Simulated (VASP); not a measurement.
Wanted: the native input for a VASP 6.6.1 run.

```
Task                   : relaxation of cell and atoms
Functional             : PBE
Potentials or basis    : VASP PAW PBE potentials, release 64 (Ga_d)
Cutoff                 : 600 eV
k mesh                 : 6 × 6 × 6
Occupations            : gaussian, width 0.1 eV
Spin                   : no spin polarisation
Dipole correction      : no
Further INCAR settings : ALGO = Normal; EDIFF = 1e-06; IBRION = 2; EDIFFG = -0.04; NSW = 90; ISIF = 3
```

The structure of Ga lies in POSCAR:

```
Ga
1.0
    4.2805249700      0.0000000000      0.0000000000
   -2.1402624800      3.7070433600      0.0000000000
    0.0000000000      0.0000000000      2.5759566400
Ga
2
Direct
    0.3333333300      0.6666666700      0.5000000000
    0.6666666700      0.3333333300      0.5000000000
```

The cell was built from a structure type or drawn by symmetry, and may not be a known phase.

These files were run (other wordings do the same):

INCAR

```
PREC = Accurate
ENCUT = 600
EDIFF = 1E-6
ISMEAR = 0
SIGMA = 0.1
LREAL = False
LASPH = True
NELM = 60
ALGO = Normal
ISIF = 3
LWAVE = False
LCHARG = False
GGA = PE
IBRION = 2
NSW = 90
EDIFFG = -0.04
```

KPOINTS

```
Automatic mesh
0
Gamma
  6 6 6
```

Potentials or basis: VASP PAW PBE potentials, release 64 (Ga_d).

Launch:

```console
$ cat potpaw_PBE.64/Ga_d/POTCAR > POTCAR
$ mpirun -np 1 vasp_std > vasp.out
```

It gave:

* Relaxed volume: 23.52 Å³/atom
* Relaxed cell: a = 4.461 Å, b = 4.461 Å, c = 2.730 Å, α = 90.00°, β = 90.00°, γ = 120.00°
* Space group after relaxing (to 0.1 Å): P6/mmm (No. 191)
* Energy gained by relaxing: 76.3 meV/atom
* Ionic steps: 5
* Pressure after relaxing: 0.0 GPa
* Band gap on the k mesh: zero (bands 13 and 14 overlap by 3.94 eV)

Caveat: the k points lie up to 0.38 Å⁻¹ apart in the final cell, too coarse for converged energies and pressures of a metal; the volume moved by over 15 % at a fixed basis, so the end points are rough.

It took 28 s on 1 thread of Intel(R) Xeon(R) 6975P-C (Granite Rapids) (shared host), peak memory 0.18 GiB.
